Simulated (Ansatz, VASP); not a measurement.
**Cs2H5F in VASP and in Ansatz**

```
Cs H F
1.0
     6.08648    0.00000    0.00000
     0.00000    6.08648    0.00000
     0.00000    0.00000    4.09570
Cs H F
2 5 1
Direct
  0.00000 0.50000 0.50000
  0.50000 0.00000 0.50000
  0.79200 0.79200 0.00000
  0.20800 0.79200 0.00000
  0.79200 0.20800 0.00000
  0.00000 0.00000 0.50000
  0.20800 0.20800 0.00000
  0.00000 0.00000 0.00000
```

Change from the starting cell: species swapped into the Cs2MnF5 type (P4/mmm, No. 123).

Alike in both runs: task single point; functional PBE; k mesh 4 × 4 × 4; occupations gaussian, width 0.1 eV; collinear spin.

```csv
,VASP,Ansatz
version,VASP 6.6.1,Ansatz 0.2.0
potentials or method,"VASP PAW PBE potentials, release 64 (Cs_sv, H, F), cutoff 520 eV","scalar-relativistic, plane waves, PAW"
valence electrons in the cell,30,30
```

```tsv
	VASP	Ansatz	Ansatz less VASP
gap on the k mesh at the Fermi level (eV)	none	none	-
pressure (GPa)	2.7	2.8	+0.04
traceless stress, the component that is largest in VASP (GPa)	0.67	0.66	-0.010
rms of the force components (eV/Å)	0.103	0.103	+0.0002
net moment per atom (μB)	0.49	0.49	+0.001
size of the moment on the site where the two differ most (μB)	0.33	0.57	+0.239
```

Site moments also hang on the region over which each program counts them. Atom by atom the forces differ by 0.000 eV/Å (rms over components). A gap of «none» marks a metal or a gap that the smearing closes.

The k mesh is coarse, so the values compare programs but aren't converged. Neither program's run includes spin-orbit coupling.
